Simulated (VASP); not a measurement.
# Al3Cu2 (P-3m1) in VASP: notebook

Runs on Al3Cu2. Level: PBEsol. Tasks: single point.

All numbers are computed with VASP 6.6.1; they aren't measurements. Logs are shortened: lines on timing, memory, paths and dates and some standing lists are left out, and cuts for length are marked.

### Step 1. The cell of the first run

Symmetry: P-3m1, No. 164, trigonal system. Conventional cell: a = 4.092 Å, b = 4.092 Å, c = 4.993 Å, α = 90.00°, β = 90.00°, γ = 120.00°. Within 3.3 Å of Al (site symmetry -3m) lie 6 Cu at 2.49 Å and 6 Al at 2.94 Å. Al (site symmetry 3m) has 5 Cu at 2.44 to 2.55 Å and 6 Al at 2.80 to 2.94 Å within 3.2 Å. Within 3.2 Å of Cu (site symmetry 3m) lie 8 Al at 2.44 to 2.55 Å and 3 Cu at 2.85 Å.

### Step 2. Single point, PBEsol

INCAR

```
ALGO = Normal
EDIFF = 1E-7
ENCUT = 520
GGA = PS
ISIF = 2
ISMEAR = -1
LASPH = T
LCHARG = F
LREAL = F
LWAVE = F
NBANDS = 24
NELM = 80
PREC = Accurate
SIGMA = 0.01
```

KPOINTS

```
k-points
0
Gamma
  2 2 2
```

POSCAR

```
Al3Cu2
1.0
    4.0919516400      0.0000000000      0.0000000000
   -2.0459758200      3.5437340700      0.0000000000
    0.0000000000      0.0000000000      4.9927787000
Al Cu
3 2
Direct
    0.0000000000      0.0000000000      0.0000000000
    0.3333333300      0.6666666700      0.3499253500
    0.6666666700      0.3333333300      0.6500746500
    0.3333333300      0.6666666700      0.8395121300
    0.6666666700      0.3333333300      0.1604878700
```

Potentials or basis: VASP PAW PBE potentials, release 64 (Al, Cu).

The run is started by

```bash
cat potpaw_PBE.64/Al/POTCAR potpaw_PBE.64/Cu/POTCAR > POTCAR
mpirun -np 1 vasp_std > vasp.out
```

OUTCAR:

```text
EDIFF = 1E-7
   ENCUT = 520
   GGA = PS
   ISIF = 2
   ISMEAR = -1
   LASPH = T
   LREAL = F
   NELM = 80
   PREC = Accurate

 ion  position               nearest neighbor table
   1  0.000  0.000  0.000-   4 2.49   5 2.49   4 2.49   5 2.49   5 2.49   4 2.49   2 2.94   3 2.94
                             2 2.94   3 2.94   2 2.94   3 2.94
   2  0.333  0.667  0.350-   4 2.44   5 2.54   5 2.54   5 2.54   4 2.55   3 2.80   3 2.80   3 2.80
                             1 2.94   1 2.94   1 2.94
   3  0.667  0.333  0.650-   5 2.44   4 2.54   4 2.54   4 2.54   5 2.55   2 2.80   2 2.80   2 2.80
                             1 2.94   1 2.94   1 2.94
   4  0.333  0.667  0.840-   2 2.44   1 2.49   1 2.49   1 2.49   3 2.54   3 2.54   3 2.54   2 2.55

   5  0.667  0.333  0.160-   3 2.44   1 2.49   1 2.49   1 2.49   2 2.54   2 2.54   2 2.54   3 2.55

  LATTYP: Found a hexagonal cell.
 ALAT       =     4.0919516400
 C/A-ratio  =     1.2201460670

  Lattice vectors:

 A1 = (   4.0919516400,   0.0000000000,   0.0000000000)
 A2 = (  -2.0459758200,   3.5437340700,   0.0000000000)
 A3 = (   0.0000000000,   0.0000000000,   4.9927787000)

Analysis of symmetry for initial positions (statically):
=====================================================================
 Subroutine PRICEL returns:
 Original cell was already a primitive cell.

 Routine SETGRP: Setting up the symmetry group for a
 hexagonal supercell.

 Subroutine GETGRP returns: Found 12 space group operations
 (whereof 12 operations were pure point group operations)
 out of a pool of 24 trial point group operations.

The static configuration has the point symmetry D_3d.

Analysis of symmetry for dynamics (positions and initial velocities):
=====================================================================
 Subroutine PRICEL returns:
 Original cell was already a primitive cell.

 Routine SETGRP: Setting up the symmetry group for a
 hexagonal supercell.

 Subroutine GETGRP returns: Found 12 space group operations
 (whereof 12 operations were pure point group operations)
 out of a pool of 24 trial point group operations.

The dynamic configuration has the point symmetry D_3d.

 Subroutine INISYM returns: Found 12 space group operations
 (whereof 12 operations are pure point group operations),
 and found     1 'primitive' translations

----------------------------------------------------------------------------------------

                                     Primitive cell

  volume of cell :      72.3992

  direct lattice vectors                    reciprocal lattice vectors
     4.091951640  0.000000000  0.000000000     0.244382165  0.141094109  0.000000000
    -2.045975820  3.543734070  0.000000000     0.000000000  0.282188217  0.000000000
     0.000000000  0.000000000  4.992778700     0.000000000  0.000000000  0.200289270

  length of vectors
     4.091951640  4.091951639  4.992778700     0.282188217  0.282188217  0.200289270

  position of ions in fractional coordinates (direct lattice)
     0.000000000  0.000000000  0.000000000
     0.333333330  0.666666670  0.349925350
     0.666666670  0.333333330  0.650074650
     0.333333330  0.666666670  0.839512130
     0.666666670  0.333333330  0.160487870

  ion indices of the primitive-cell ions
   primitive index   ion index
                 1           1
                 2           2
                 3           3
                 4           4
                 5           5

----------------------------------------------------------------------------------------

 KPOINTS: k-points

Automatic generation of k-mesh.
 Grid dimensions read from file:
 generate k-points for:    2    2    2

 Generating k-lattice:

  Cartesian coordinates                     Fractional coordinates (reciprocal lattice)
     0.122191082  0.070547054  0.000000000     0.500000000 -0.000000000  0.000000000
     0.000000000  0.141094109  0.000000000     0.000000000  0.500000000  0.000000000
     0.000000000  0.000000000  0.100144635     0.000000000  0.000000000  0.500000000

  Length of vectors
     0.141094109  0.141094109  0.100144635

  Shift w.r.t. Gamma in fractional coordinates (k-lattice)
     0.000000000  0.000000000  0.000000000

 Subroutine IBZKPT returns following result:
 ===========================================

 Found      4 irreducible k-points:

 Following reciprocal coordinates:
            Coordinates               Weight
  0.000000  0.000000  0.000000      1.000000
  0.500000  0.000000  0.000000      3.000000
  0.000000  0.000000  0.500000      1.000000
  0.500000  0.000000  0.500000      3.000000
   k-points           NKPTS =      4   k-points in BZ     NKDIM =      4   number of bands    NBANDS=     24
   number of dos      NEDOS =    301   number of ions     NIONS =      5
   total plane-waves  NPLWV =  36000
   dimension x,y,z NGX =    30 NGY =   30 NGZ =   40
   dimension x,y,z NGXF=    60 NGYF=   60 NGZF=   80
   ions per type =               3   2
   NGX,Y,Z   is equivalent  to a cutoff of  12.19, 12.19, 13.32 a.u.
   NGXF,Y,Z  is equivalent  to a cutoff of  24.38, 24.38, 26.64 a.u.
 SYSTEM =  unknown system
   PREC   = accura    normal or accurate (medium, high low for compatibility)
   ISTART =      0    job   : 0-new  1-cont  2-samecut
   ICHARG =      2    charge: 1-file 2-atom 10-const
   ISPIN  =      1    spin polarized calculation?
   LNONCOLLINEAR =      F non collinear calculations
   LSORBIT =      F    spin-orbit coupling
   LASPH  =      T    aspherical Exc in radial PAW
   ENCUT  =  520.0 eV  38.22 Ry    6.18 a.u.   7.61  7.61  9.28*2*pi/ulx,y,z
   NELM   =     80;   NELMIN=  2; NELMDL= -5     # of ELM steps
   EDIFF  = 0.1E-06   stopping-criterion for ELM
   LREAL  =      F    real-space projection
   EDIFFG = 0.1E-05   stopping-criterion for IOM
   NSW    =      0    number of steps for IOM
   IBRION =     -1    ionic relax: 0-MD 1-quasi-New 2-CG
   NFREE  =      0    steps in history (QN), initial steepest desc. (CG)
   ISIF   =      2    stress and relaxation
   ISYM   =      2    0-nonsym 1-usesym 2-fastsym
   POTIM  = 0.5000    time-step for ionic-motion
   TEBEG  =    0.0;   TEEND  =   0.0 temperature during run
   PSTRESS=    0.0 pullay stress
   NELECT =      31.0000    total number of electrons
   NUPDOWN=      -1.0000    fix difference up-down
   EMIN   =  10.00;   EMAX   =-10.00  energy-range for DOS
   EFERMI =   0.00;   METHOD = LEGACY
   ISMEAR =    -1;   SIGMA  =   0.01  broadening in eV -4-tet -1-fermi 0-gaus
   EFERMI_NEDOS =   21; number of points for ismear=-14 and -15
   IALGO  =     38    algorithm
   IMIX   =      4    mixing-type and parameters
     AMIX     =   0.40;   BMIX     =  1.00
     AMIX_MAG =   1.60;   BMIX_MAG =  1.00
  volume/ion in A,a.u.               =      14.48        97.71
  Fermi-wavevector in a.u.,A,eV,Ry     =   1.233912  2.331755 20.715388  1.522538
  Thomas-Fermi vector in A             =   2.368623
   LORBIT       =      0    0 simple, 1 ext, 2 COOP (PROOUT), +10 PAW based schemes
   GGA     = PS    functional components
   LHFCALC =     F    Hartree Fock is set to
   AEXX    =    0.0000 exact exchange contribution
   IVDW    =     0    specifies the selected vdW correction
   LEPSILON=     F    determine dielectric tensor
   LRPA    =     F    only Hartree local field effects (RPA)
 non-spin polarized calculation
  energy-cutoff  :      520.00
  volume of cell :       72.40
 maximum number of plane-waves:      2010
   NGX = 15   NGY = 15   NGZ = 19

 number of electron      30.9999996 magnetization

 Free energy of the ion-electron system (eV)
  ---------------------------------------------------
  ext. energy  EPLUGINS =         0.00000000
  ---------------------------------------------------
  free energy    TOTEN  =       -20.22944863 eV

  energy without entropy =      -20.22253442  energy(sigma->0) =      -20.22599152

 E-fermi :   8.2206     XC(G=0): -11.0609

 val. band max:        8.1935696495   @ k =   0.5000   0.0000   0.5000
 cond. band min:       8.2247123030   @ k =   0.5000   0.0000   0.0000
 fundamental gap:      0.0311426536
 Fermi energy:         8.2205905145

 k-point     1 :       0.0000    0.0000    0.0000
  band No.  band energies     occupation
      1      -2.9656      2.00000
      2       1.8178      2.00000
      3       2.4162      2.00000
      4       2.8012      2.00000
      5       2.8012      2.00000
      6       3.1559      2.00000
[... 16 lines left out ...]
     23      14.1678      0.00000
     24      14.1678      0.00000

 k-point     2 :       0.5000    0.0000    0.0000
  band No.  band energies     occupation
      1      -0.3668      2.00000
      2       0.1571      2.00000
      3       2.1176      2.00000
      4       2.9664      2.00000
      5       3.2069      2.00000
      6       3.2182      2.00000
[... 16 lines left out ...]
     23      16.7088      0.00000
     24      17.9692      0.00000

 k-point     3 :       0.0000    0.0000    0.5000
  band No.  band energies     occupation
      1      -1.9847      2.00000
      2      -0.8169      2.00000
      3       2.7337      2.00000
      4       2.7337      2.00000
      5       2.8137      2.00000
      6       3.0981      2.00000
[... 16 lines left out ...]
     23      11.7392      0.00000
     24      11.7392      0.00000

 k-point     4 :       0.5000    0.0000    0.5000
  band No.  band energies     occupation
      1       0.7252      2.00000
      2       0.7812      2.00000
      3       1.3739      2.00000
      4       1.9962      2.00000
      5       2.8340      2.00000
      6       3.2646      2.00000
[... 16 lines left out ...]
     23      16.4484      0.00000
     24      17.8172      0.00000

------------------------ aborting loop because EDIFF is reached ----------------------------------------

  FORCE on cell =-STRESS in cart. coord.  units (eV):
  Direction    XX          YY          ZZ          XY          YZ          ZX
  --------------------------------------------------------------------------------------
  -------------------------------------------------------------------------------------
  Total       -0.1602948     -0.1602948      4.3852879     -0.0000000      0.0000000      0.0000000
  in kB       -3.5472846     -3.5472846     97.0453565     -0.0000000      0.0000000      0.0000000
  external PRESSURE =      29.9835958 kB  Pullay stress =       0.0000000 kB

 VOLUME and BASIS-vectors are now :
 -----------------------------------------------------------------------------
  energy-cutoff  :      520.00
  volume of cell :       72.40
      direct lattice vectors                 reciprocal lattice vectors
     4.091951640  0.000000000  0.000000000     0.244382165  0.141094109  0.000000000
    -2.045975820  3.543734070  0.000000000     0.000000000  0.282188217  0.000000000
     0.000000000  0.000000000  4.992778700     0.000000000  0.000000000  0.200289270

 POSITION                                       TOTAL-FORCE (eV/Angst)
 -----------------------------------------------------------------------------------
      0.00000      0.00000      0.00000        -0.000000      0.000000     -0.000000
     -0.00000      2.36249      1.74710        -0.000000      0.000000      0.351416
      2.04598      1.18124      3.24568        -0.000000     -0.000000     -0.351416
     -0.00000      2.36249      4.19150         0.000000     -0.000000     -0.297495
      2.04598      1.18124      0.80128        -0.000000      0.000000      0.297495
 -----------------------------------------------------------------------------------
    total drift:                                0.000000     -0.000000      0.000000

  FREE ENERGIE OF THE ION-ELECTRON SYSTEM (eV)
  ---------------------------------------------------
  free  energy   TOTEN  =       -20.2294486264 eV

  energy  without entropy=      -20.2225344183  energy(sigma->0) =      -20.22599152
```

Run time: 20 s. Hardware: 1 thread of Intel Xeon 6975P-C, shared host; peak memory 0.18 GiB.

Results:

| Item | Value |
| --- | --- |
| Free energy | -20.2294 eV |
| Pressure | 3.0 GPa |
| Largest force | 0.351 eV/Å |

Forces on the atoms (eV/Å):
```
Al   0.000  0.000  0.000
Al   0.000  0.000  0.351
Al   0.000  0.000 -0.351
Cu   0.000  0.000 -0.297
Cu   0.000  0.000  0.297
```

Caveat: the k points lie up to 0.89 Å⁻¹ apart; the PAW data sets were made with another functional, which shifts forces and pressure a little.

### Step 3. Single point, PBEsol

INCAR

```
  ALGO = Normal
  EDIFF = 1E-7
  ENCUT = 520
  GGA = PS
  ISIF = 2
  ISMEAR = -1
  LASPH = T
  LCHARG = F
  LREAL = F
  LWAVE = F
  NBANDS = 24
  NELM = 80
  PREC = Accurate
  SIGMA = 0.01
```

KPOINTS

```
k-points
0
Gamma
  3 3 2
```

POSCAR is that of step 2.

Potentials or basis: VASP PAW PBE potentials, release 64 (Al, Cu).

The run is started by

```bash
cat potpaw_PBE.64/Al/POTCAR potpaw_PBE.64/Cu/POTCAR > POTCAR
mpirun -np 1 vasp_std > vasp.out
```

Run time: 27 s. Hardware: 1 thread of Intel Xeon 6975P-C, shared host; peak memory 0.18 GiB.

Results (log left out):

```
Free energy   : -21.1882 eV
Pressure      : 1.5 GPa
Largest force : 0.066 eV/Å
```

Forces on the atoms (eV/Å):
```
Al   0.000  0.000  0.000
Al   0.000  0.000 -0.032
Al   0.000  0.000  0.032
Cu   0.000  0.000  0.066
Cu   0.000  0.000 -0.066
```

Stress tensor (GPa, compression positive):
```
 3.47  0.00  0.00
 0.00  3.47  0.00
 0.00  0.00 -2.52
```

Levels at points of the mesh, in eV from the Fermi level:
```
           k point  band 13  band 14  band 15  band 16  band 17  band 18
(0.00, 0.00, 0.00)    -3.71    -0.23    -0.23     1.30     1.30     2.48
(0.00, 0.00, 0.50)     1.15     1.15     1.29     1.29     1.72     2.38
```

Caveat: the k points lie up to 0.63 Å⁻¹ apart; the PAW data sets were made with another functional, which shifts forces and pressure a little.

(Part 1 of 2 ends here.)
